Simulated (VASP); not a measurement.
# TiPt3 (Pm-3m) in VASP: a series of runs, part 2 of 2

VASP 6.6.1. The steps go on from the part before.

### Step 4. Single point, PBEsol

This run uses another cell than the first one, of 14.32 Å³/atom, 1.057 times its volume.

File INCAR:

```
SYSTEM = TiPt3
  ALGO = Normal
  EDIFF = 1E-7
  ENCUT = 520
  GGA = PS
  ISIF = 2
  ISMEAR = -1
  LASPH = .TRUE.
  LCHARG = .FALSE.
  LREAL = .FALSE.
  LWAVE = .FALSE.
  NBANDS = 29
  NELM = 100
  PREC = Accurate
  SIGMA = 0.05
```

File KPOINTS:

```
k-points
0
G
  7 7 7
  0 0 0
```

File POSCAR:

```
TiPt3
1.0
    3.8547129584      0.0000000000      0.0000000000
    0.0000000000      3.8547129584      0.0000000000
    0.0000000000      0.0000000000      3.8547129584
Pt Ti
3 1
Direct
    0.5000000000      0.5000000000      0.0000000000
    0.5000000000      0.0000000000      0.5000000000
    0.0000000000      0.5000000000      0.5000000000
    0.0000000000      0.0000000000      0.0000000000
```

Potentials or basis: VASP PAW PBE potentials, release 64 (Pt, Ti_sv).

On the command line:

```
> cat potpaw_PBE.64/Pt/POTCAR potpaw_PBE.64/Ti_sv/POTCAR > POTCAR
> mpirun -np 1 vasp_std > vasp.out
```

OUTCAR:

```text
SYSTEM = TiPt3
   EDIFF = 1E-7
   ENCUT = 520
   GGA = PS
   ISIF = 2
   ISMEAR = -1
   LASPH = .TRUE.
   LREAL = .FALSE.
   NELM = 100
   PREC = Accurate

 ion  position               nearest neighbor table
   1  0.500  0.500  0.000-   2 2.73   3 2.73   4 2.73   2 2.73   3 2.73   2 2.73   4 2.73   2 2.73
                             3 2.73   4 2.73   3 2.73   4 2.73
   2  0.500  0.000  0.500-   1 2.73   3 2.73   4 2.73   1 2.73   4 2.73   1 2.73   3 2.73   1 2.73
                             3 2.73   4 2.73   4 2.73   3 2.73
   3  0.000  0.500  0.500-   1 2.73   2 2.73   4 2.73   1 2.73   4 2.73   2 2.73   4 2.73   4 2.73
                             1 2.73   2 2.73   1 2.73   2 2.73
   4  0.000  0.000  0.000-   1 2.73   2 2.73   3 2.73   2 2.73   3 2.73   1 2.73   3 2.73   3 2.73
                             1 2.73   2 2.73   2 2.73   1 2.73

  LATTYP: Found a simple cubic cell.
 ALAT       =     3.8547129584

  Lattice vectors:

 A1 = (   3.8547129584,   0.0000000000,   0.0000000000)
 A2 = (   0.0000000000,   3.8547129584,   0.0000000000)
 A3 = (   0.0000000000,   0.0000000000,   3.8547129584)

Analysis of symmetry for initial positions (statically):
[... 172 lines left out ...]
 E-fermi :  12.3413     XC(G=0): -13.6133

 val. band max:       12.1805636430   @ k =   0.4286   0.0000   0.0000
 cond. band min:      12.3802550645   @ k =   0.0000   0.0000   0.0000
 fundamental gap:      0.1996914215
 Fermi energy:        12.3413459902

 k-point     1 :       0.0000    0.0000    0.0000
  band No.  band energies     occupation
      1     -45.5741      2.00000
      2     -21.9082      2.00000
      3     -21.9082      2.00000
      4     -21.9082      2.00000
      5       1.6879      2.00000
      6       4.4916      2.00000
[... 629 lines left out ...]
     28      14.1737      0.00000
     29      18.2737      0.00000

------------------------ aborting loop because EDIFF is reached ----------------------------------------

  FORCE on cell =-STRESS in cart. coord.  units (eV):
  Direction    XX          YY          ZZ          XY          YZ          ZX
  --------------------------------------------------------------------------------------
  -------------------------------------------------------------------------------------
  Total        3.4759497      3.4759497      3.4759497     -0.0000000     -0.0000000      0.0000000
  in kB       97.2317113     97.2317113     97.2317113     -0.0000000     -0.0000000      0.0000000
  external PRESSURE =      97.2317113 kB  Pullay stress =       0.0000000 kB

 VOLUME and BASIS-vectors are now :
 -----------------------------------------------------------------------------
  energy-cutoff  :      520.00
  volume of cell :       57.28
      direct lattice vectors                 reciprocal lattice vectors
     3.854712958  0.000000000  0.000000000     0.259422689  0.000000000  0.000000000
     0.000000000  3.854712958  0.000000000     0.000000000  0.259422689  0.000000000
     0.000000000  0.000000000  3.854712958     0.000000000  0.000000000  0.259422689

 POSITION                                       TOTAL-FORCE (eV/Angst)
 -----------------------------------------------------------------------------------
      1.92736      1.92736      0.00000         0.000000      0.000000      0.000000
      1.92736      0.00000      1.92736         0.000000      0.000000      0.000000
      0.00000      1.92736      1.92736         0.000000      0.000000      0.000000
      0.00000      0.00000      0.00000         0.000000      0.000000      0.000000
 -----------------------------------------------------------------------------------
    total drift:                                0.000000      0.000000     -0.000000

  FREE ENERGIE OF THE ION-ELECTRON SYSTEM (eV)
  ---------------------------------------------------
  free  energy   TOTEN  =       -32.6995821319 eV

  energy  without entropy=      -32.6863057622  energy(sigma->0) =      -32.69294395
```

OSZICAR:

```text
N       E                     dE             d eps       ncg     rms          rms(c)
DAV:   1     0.379949979860E+03    0.37995E+03   -0.20930E+04  1160   0.159E+03
DAV:   2    -0.748013491008E+01   -0.38743E+03   -0.36787E+03  1228   0.407E+02
DAV:   3    -0.349578888294E+02   -0.27478E+02   -0.26217E+02  1388   0.105E+02
DAV:   4    -0.359584578503E+02   -0.10006E+01   -0.99600E+00  1468   0.185E+01
DAV:   5    -0.359890410281E+02   -0.30583E-01   -0.30580E-01  1391   0.308E+00    0.254E+01
DAV:   6    -0.337726753742E+02    0.22164E+01   -0.92662E+00  1258   0.283E+01    0.131E+01
DAV:   7    -0.337906328500E+02   -0.17957E-01   -0.17399E+01  1448   0.277E+01    0.112E+01
DAV:   8    -0.328083263128E+02    0.98231E+00   -0.10908E+00  1251   0.103E+01    0.436E+00
DAV:   9    -0.328249299615E+02   -0.16604E-01   -0.15198E+00  1620   0.726E+00    0.358E+00
DAV:  10    -0.326995509038E+02    0.12538E+00   -0.48297E-01  1352   0.501E+00    0.400E-01
DAV:  11    -0.327053529469E+02   -0.58020E-02   -0.11999E-02  1323   0.903E-01    0.750E-01
DAV:  12    -0.326995840675E+02    0.57689E-02   -0.17625E-02  1517   0.897E-01    0.440E-02
DAV:  13    -0.326995865930E+02   -0.25255E-05   -0.27839E-04  1272   0.116E-01    0.219E-02
DAV:  14    -0.326995880355E+02   -0.14425E-05   -0.67693E-05  1588   0.621E-02    0.262E-02
DAV:  15    -0.326995823178E+02    0.57177E-05   -0.13995E-05  1309   0.312E-02    0.566E-03
DAV:  16    -0.326995821239E+02    0.19394E-06   -0.11646E-06  1469   0.783E-03    0.107E-03
DAV:  17    -0.326995821319E+02   -0.79954E-08   -0.51315E-08   635   0.144E-03
   1 F= -.32699582E+02 E0= -.32692944E+02  d E =-.132764E-01
```

Wall time 40 s (1 thread of Intel Xeon Platinum 8259CL at 2.50GHz (Skylake/Cascade Lake), shared host); peak memory 0.18 GiB.

What came out:

```yaml
Free_energy: -32.6996 eV
Pressure: 9.7 GPa
Band_gap_on_the_k_mesh: zero (band 21 reaches 13.80 eV, above the bottom of band 22 at 12.18 eV)
```

Caveat: the PAW data sets were made with another functional, which shifts forces and pressure a little; spin-orbit coupling is left out, which moves the levels of the heavy elements.

### Step 5. Summary

```csv
cell,gap on the mesh (eV),pressure (GPa)
"a = 3.784 Å, 4 atoms",none,29.8
"a = 3.817 Å, 4 atoms",none,19.8
"a = 3.855 Å, 4 atoms",none,9.7
```

Alike in all rows: task single point; level PBEsol; potentials or basis VASP PAW PBE potentials, release 64 (Pt, Ti_sv); no spin polarisation; k mesh 7 × 7 × 7; cutoff (eV) 520; smearing fermi-dirac 0.05 eV.

Caveats: the PAW data sets were made with another functional, which shifts forces and pressure a little; spin-orbit coupling is left out, which moves the levels of the heavy elements.

Total energies depend on the potentials used, so only differences within one code and one set of settings carry meaning.
